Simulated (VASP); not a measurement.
A run of VASP 6.6.1 is set up as follows.

INCAR

```
PREC = Accurate
ENCUT = 520
EDIFF = 1E-6
ISMEAR = 0
SIGMA = 0.05
LREAL = False
LASPH = True
NELM = 60
ALGO = Normal
ISIF = 2
LWAVE = False
LCHARG = True
GGA = PS
IVDW = 12
LELF = True
LVHAR = True
NBANDS = 20
```

The input KPOINTS:

```
regular mesh
0
Gamma
  12 12 2
```

File POSCAR:

```
WS2
1.0
    3.0456091893      0.0000000000      0.0000000000
   -1.5228045946      2.6375749279      0.0000000000
    0.0000000000      0.0000000000     16.5128702692
W S
1 2
Direct
    0.3333333333      0.6666666667      0.0000000000
    0.6545016127      0.3333333333      0.9071447969
    0.6788317206      0.3333333333      0.0928552031
```

Potentials or basis: VASP PAW PBE potentials, release 64 (W_sv, S).

Launch:

```console
$ cat potpaw_PBE.64/W_sv/POTCAR potpaw_PBE.64/S/POTCAR > POTCAR
$ mpirun -np 1 vasp_std > vasp.out
```

(1) What does it give for the dispersion energy per atom?

(2) What does it give for the band gap on the k mesh?

(3) What does it give for the largest force?

Answers

(1) -0.268 eV.

(2) 2.12 eV, indirect (least direct gap 2.25 eV).

(3) 1.710 eV/Å.

Caveat: the PAW data sets were made with another functional, which shifts forces and pressure a little; spin-orbit coupling is left out, which moves the levels of the heavy elements.
